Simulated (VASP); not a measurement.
A run of VASP 6.6.1 is set up as follows.

INCAR

```
PREC = Accurate
ENCUT = 520
EDIFF = 1E-7
ISMEAR = 0
SIGMA = 0.1
LREAL = False
LASPH = True
NELM = 100
ALGO = Normal
ISIF = 2
LWAVE = False
LCHARG = False
GGA = PE
NBANDS = 14
```

KPOINTS

```
regular mesh
0
Gamma
  14 14 14
```

Contents of POSCAR:

```
AlNi
1.0
    2.8930919344      0.0000000000      0.0000000000
    0.0000000000      2.8930919344      0.0000000000
    0.0000000000      0.0000000000      2.8930919344
Al Ni
1 1
Direct
    0.5000000000      0.5000000000      0.5000000000
    0.0000000000      0.0000000000      0.0000000000
```

Potentials or basis: VASP PAW PBE potentials, release 64 (Al, Ni).

Launch:

```bash
$ cat potpaw_PBE.64/Al/POTCAR potpaw_PBE.64/Ni/POTCAR > POTCAR
$ mpirun -np 1 vasp_std > vasp.out
```

(1) What does it give for the pressure?

Results:

(1) 0.0 GPa.
